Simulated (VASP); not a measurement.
# TiCo2: single point with r2SCAN

Crystal: TiCo2.

```xyz
6
Lattice="0.0000 3.3520 3.3520 3.3520 0.0000 3.3520 3.3520 3.3520 0.0000" Properties=species:S:1:pos:R:3 pbc="T T T"
Ti    3.3520    3.3520    3.3520
Ti    5.0280    5.0280    5.0280
Co    0.8380    0.8380    0.8380
Co    0.8380    2.5140    2.5140
Co    2.5140    2.5140    0.8380
Co    2.5140    0.8380    2.5140
```

* Program: VASP 6.6.1
* Task: single point
* Functional: r2SCAN
* Potentials or basis: VASP PAW PBE potentials, release 64 (Ti_sv, Co)
* Cutoff: 520 eV
* k mesh: 8 × 8 × 8
* Occupations: gaussian, width 0.1 eV
* Spin: collinear spin, ferrimagnetic start
* Starting moments: [-0.73, -0.73, 1.71, 1.71, 1.71, 1.71] μB
* Dipole correction: no
* Further INCAR settings: ALGO = Normal; EDIFF = 1e-06; NBANDS = 43

The pressure is -1.3 GPa and the net moment is 4.05 μB per cell. The site moments are Ti -0.66; Co +1.50 μB. The valence electrons inside the program's atomic spheres are Ti 10.16; Co 8.40.

Levels at points of the mesh, in eV from the Fermi level:
Spin up:
| k point | band 30 | band 31 | band 32 | band 33 | band 34 | band 35 |
| --- | --- | --- | --- | --- | --- | --- |
| (0.00, 0.00, 0.00) | -0.81 | -0.81 | -0.68 | -0.68 | -0.68 | 0.89 |
| (0.50, 0.00, 0.00) | -0.81 | 0.19 | 0.19 | 0.48 | 0.48 | 0.54 |
| (0.50, 0.50, 0.00) | -1.96 | -0.70 | -0.70 | 0.78 | 0.78 | 1.10 |
Spin down:
```csv
k point,band 25,band 26,band 27,band 28,band 29,band 30,band 31,band 32
"(0.00, 0.00, 0.00)",-0.67,-0.67,0.06,0.06,0.06,0.24,0.24,0.73
"(0.50, 0.00, 0.00)",-0.40,-0.40,-0.07,-0.07,0.00,0.35,0.35,0.43
"(0.50, 0.50, 0.00)",-1.63,-1.63,-0.24,-0.24,0.17,0.17,0.41,0.41
```

It took 29 min on 1 thread of Intel Xeon 8259CL, on a shared host, peak memory 0.35 GiB.

Caveat: the PAW data sets were made with another functional, which shifts forces and pressure a little.
